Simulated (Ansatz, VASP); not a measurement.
# One calculation of Ir, two programs

```
Ir
1.0
     0.00000    1.91693    1.91693
     1.91693    0.00000    1.91693
     1.91693    1.91693    0.00000
Ir
1
Cartesian
  0.0000 0.0000 0.0000
```

Alike in both runs: functional r2SCAN; dispersion rVV10; k mesh 18 × 18 × 18; occupations gaussian, width 0.1 eV; no spin polarisation.

Ansatz relaxed the structure, and its values are those at the end. VASP's run is a single point on that final structure, the one shown.

```csv
,VASP,Ansatz
version,VASP 6.6.1,Ansatz 0.2.0
potentials or method,"VASP PAW PBE potentials, release 64 (Ir), cutoff 550 eV","scalar-relativistic, plane waves, PAW"
valence electrons in the cell,9,17
```

Ansatz gave:

* gap on the k mesh at the Fermi level (eV): none
* pressure (GPa): 0.0

Estimate VASP's values.

gap on the k mesh at the Fermi level (eV): none; pressure (GPa): 3.9.

VASP's potentials were made for PBE, not for r2SCAN. A gap of «none» marks a metal or a gap that the smearing closes. One of these differences is far larger than is usual between the two programs; its cause wasn't traced. VASP's potentials hold 9 valence electrons a cell and Ansatz's 17, so a difference there can come from the potentials and not from the codes.

Spin-orbit coupling is off throughout.
